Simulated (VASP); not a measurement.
Wanted: the native input for a VASP 6.6.1 run.

```yaml
Task: single point
Functional: PBE
Potentials_or_basis: VASP PAW PBE potentials, release 64 (Ba_sv, Os)
Cutoff: 520 eV
k_mesh: 6 × 6 × 1
Occupations: gaussian, width 0.1 eV
Spin: no spin polarisation
Dipole_correction: no
Further_INCAR_settings: ALGO = Normal; EDIFF = 1e-06; NBANDS = 35
```

The structure of BaOs2 lies in POSCAR:

```
BaOs2
1.0
    3.6453247800      0.0000000000      0.0000000000
   -1.8226623900      3.1569438700      0.0000000000
    0.0000000000      0.0000000000     15.8857142800
Ba Os
2 4
Direct
    0.3333333300      0.6666666700      0.7500000000
    0.6666666700      0.3333333300      0.2500000000
    0.6666666700      0.3333333300      0.9368952300
    0.3333333300      0.6666666700      0.0631047700
    0.3333333300      0.6666666700      0.4368952300
    0.6666666700      0.3333333300      0.5631047700
```

The cell was built from a structure type or drawn by symmetry, and may not be a known phase.

These files were run (other wordings do the same):

INCAR

```
  PREC = Accurate
  ENCUT = 520
  EDIFF = 1E-6
  ISMEAR = 0
  SIGMA = 0.1
  LREAL = F
  LASPH = T
  NELM = 80
  ALGO = Normal
  ISIF = 2
  LWAVE = F
  LCHARG = F
  GGA = PE
  NBANDS = 35
```

KPOINTS

```
regular mesh
0
Gamma
  6 6 1
```

Potentials or basis: VASP PAW PBE potentials, release 64 (Ba_sv, Os).

The run is started by

```sh
$ cat potpaw_PBE.64/Ba_sv/POTCAR potpaw_PBE.64/Os/POTCAR > POTCAR
$ mpirun -np 1 vasp_std > vasp.out
```

It gave:

```yaml
Pressure: -19.4 GPa
Largest_force: 3.228 eV/Å
Band_gap_on_the_k_mesh: zero (bands 26 and 27 overlap by 0.33 eV)
```

Caveat: the k points lie up to 0.40 Å⁻¹ apart; spin-orbit coupling is left out, which moves the levels of the heavy elements; forces of over 1 eV/Å act on the atoms, so gaps and moduli don't describe the material at rest.

It took 2.3 min on 1 thread of Intel Xeon 8259CL (shared host), peak memory 0.3 GiB.
